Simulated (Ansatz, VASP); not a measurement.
**BaTiO3 in VASP and in Ansatz**

POSCAR

```
BaTiO3
1.0
    4.4432912008      0.0000000000      0.0000000000
    0.0000000000      3.5446480366      0.0000000000
    0.0000000000      0.0000000000      3.9941038410
Ba Ti O
1 1 3
Direct
    0.0000000000      0.0000000000      0.0000000000
    0.5000000000      0.5000000000      0.5000000000
    0.5000000000      0.5000000000      0.0000000000
    0.5000000000      0.0000000000      0.5000000000
    0.0000000000      0.5000000000      0.5000000000
```

The input INCAR.step1:

```
PREC     = Accurate       # precision mode
ENCUT    = 520            # plane-wave cutoff, eV
ISMEAR   = 0              # smearing method
SIGMA    = 0.05           # smearing width, eV
LREAL    = F              # projectors in reciprocal space
LASPH    = T              # aspherical terms in the spheres
NELM     = 100            # most SCF steps
NBANDS   = 28             # bands
GGA      = PE             # functional
ALGO     = Normal         # electronic algorithm
EDIFF    = 1E-4           # SCF threshold, eV
LWAVE    = T              # write WAVECAR
LCHARG   = F              # write CHGCAR
```

The input INCAR.step2:

```
PREC     = Accurate       # precision mode
ENCUT    = 520            # plane-wave cutoff, eV
EDIFF    = 1E-6           # SCF threshold, eV
ISMEAR   = 0              # smearing method
SIGMA    = 0.05           # smearing width, eV
LREAL    = F              # projectors in reciprocal space
LASPH    = T              # aspherical terms in the spheres
NELM     = 100            # most SCF steps
ALGO     = Normal         # electronic algorithm
ISIF     = 2              # what is computed and relaxed
LWAVE    = F              # write WAVECAR
LCHARG   = T              # write CHGCAR
METAGGA  = R2SCAN         # meta-GGA
LMIXTAU  = T            
LELF     = T              # ELF
LVHAR    = T            
NBANDS   = 28             # bands
ISTART   = 1
```

File KPOINTS:

```
regular mesh
0
Gamma
  8 8 8
```

Input for Ansatz:

```yaml
crystal:
  lattice:
    - [4.4432912008, 0.0, 0.0]
    - [0.0, 3.5446480366, 0.0]
    - [0.0, 0.0, 3.994103841]
  atoms:
    - { symbol: Ba, position: [0.0, 0.0, 0.0] }
    - { symbol: Ti, position: [0.5, 0.5, 0.5] }
    - { symbol: O, position: [0.5, 0.5, 0.0] }
    - { symbol: O, position: [0.5, 0.0, 0.5] }
    - { symbol: O, position: [0.0, 0.5, 0.5] }
basis:
  ecutwfc: 500
kpoints:
  mp_grid: { grid: [8, 8, 8] }
hamiltonian:
  xc: r2scan
scf:
  occupations: { method: gaussian, width: 0.05 }
output:
  forces: true
  stress: true
  eigenvalues: true
  write_density: true
  write_potential: true
  elf: true
  volumetric_format: npy
```

Change from the starting cell: strain +0.1125 x Voigt [1, -1, 0, 0, 0, 0], atoms carried along.

Alike in both runs: task single point; functional r2SCAN; k mesh 8 × 8 × 8; occupations gaussian, width 0.05 eV; no spin polarisation.

|  | VASP | Ansatz |
| --- | --- | --- |
| version | VASP 6.6.1 | Ansatz 0.2.0 |
| potentials or method | VASP PAW PBE potentials, release 64 (Ba_sv, Ti_sv, O), cutoff 520 eV | scalar-relativistic, plane waves, PAW |
| valence electrons in the cell | 40 | 40 |

VASP gave:

```
gap on the k mesh at the Fermi level (eV)                     : 1.75
least direct gap on the mesh (eV)                             : 1.94
pressure (GPa)                                                : 14.8
traceless stress, the component that is largest in VASP (GPa) : 33.81
```

Q: Estimate Ansatz's values.

A: gap on the k mesh at the Fermi level (eV): 1.78; least direct gap on the mesh (eV): 1.96; pressure (GPa): 12.5; traceless stress, the component that is largest in VASP (GPa): 33.00.

VASP's potentials were made for PBE, not for r2SCAN.

Spin-orbit coupling is off throughout.
